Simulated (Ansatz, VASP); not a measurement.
# BN: VASP beside Ansatz

File POSCAR:

```
BN
1.0
    1.2501241111      0.7217594921      3.2533304074
   -1.2501241111      0.7217594921      3.2533304074
    0.0000000000     -1.4435189842      3.2533304074
B N
1 1
Direct
    0.9996880824      0.9996880824      0.9996880824
    0.3327449176      0.3327449176      0.3327449176
```

Contents of INCAR.step1:

```
PREC     = Accurate       # precision mode
ENCUT    = 520            # plane-wave cutoff, eV
ISMEAR   = 0              # smearing method
SIGMA    = 0.01           # smearing width, eV
LREAL    = F              # projectors in reciprocal space
LASPH    = T              # aspherical terms in the spheres
NELM     = 60             # most SCF steps
NBANDS   = 11             # bands
GGA      = PE             # functional
ALGO     = Normal         # electronic algorithm
EDIFF    = 1E-4           # SCF threshold, eV
LWAVE    = T              # write WAVECAR
LCHARG   = F              # write CHGCAR
```

Contents of INCAR.step2:

```
PREC     = Accurate       # precision mode
ENCUT    = 520            # plane-wave cutoff, eV
EDIFF    = 1E-7           # SCF threshold, eV
ISMEAR   = 0              # smearing method
SIGMA    = 0.01           # smearing width, eV
LREAL    = F              # projectors in reciprocal space
LASPH    = T              # aspherical terms in the spheres
NELM     = 60             # most SCF steps
ALGO     = Normal         # electronic algorithm
ISIF     = 2              # what is computed and relaxed
LWAVE    = F              # write WAVECAR
LCHARG   = F              # write CHGCAR
METAGGA  = R2SCAN         # meta-GGA
LMIXTAU  = T            
NBANDS   = 11             # bands
ISTART   = 1
```

Contents of KPOINTS:

```
regular mesh
0
Gamma
  12 12 12
```

Input for Ansatz:

```yaml
crystal:
  lattice:
    - [1.2501241111, 0.7217594921, 3.2533304074]
    - [-1.2501241111, 0.7217594921, 3.2533304074]
    - [0.0, -1.4435189842, 3.2533304074]
  atoms:
    - { symbol: B, position: [0.9996880824, 0.9996880824, 0.9996880824] }
    - { symbol: "N", position: [0.3327449176, 0.3327449176, 0.3327449176] }
kpoints:
  mp_grid: { grid: [12, 12, 12] }
  band_path:
    path:
      - [0.0, 0.0, 0.0]
      - [-0.5, -0.5, -0.5]
      - [-0.5, -0.1994790219, -0.8005209781]
      - [-0.1994790219, 0.1994790219, -0.5]
      - [0.0, 0.0, -0.5]
      - [0.0, 0.3497395109, -0.3497395109]
      - [-0.3497395109, 0.0, -0.6502604891]
      - [-0.5, 0.0, -0.5]
      - [-0.010417, 0.294271, -0.322917]
      - [0.0, 0.5, 0.5]
      - [-0.1595832175, 0.1595832175, -0.5]
    npoints: 1
hamiltonian:
  xc: r2scan
scf:
  occupations: { method: fixed }
  n_extra_bands: 4
output:
  forces: true
  stress: true
  eigenvalues: true
```

Alike in both runs: task single point; functional r2SCAN; k mesh 12 × 12 × 12; no spin polarisation.

|  | VASP | Ansatz |
| --- | --- | --- |
| version | VASP 6.6.1 | Ansatz 0.2.0 |
| potentials or method | VASP PAW PBE potentials, release 64 (B, N) | plane waves, PAW |
| plane-wave cutoff (eV) | 520 | 500 |
| occupations | gaussian, width 0.01 eV | fixed |
| valence electrons in the cell | 8 | 8 |

```csv
,VASP,Ansatz,Ansatz less VASP
gap on the k mesh at the Fermi level (eV),4.76,4.73,-0.029
pressure (GPa),1.1,0.6,-0.41
"traceless stress, the component that is largest in VASP (GPa)",0.26,0.94,+0.680
```

VASP's potentials were made for PBE, not for r2SCAN.
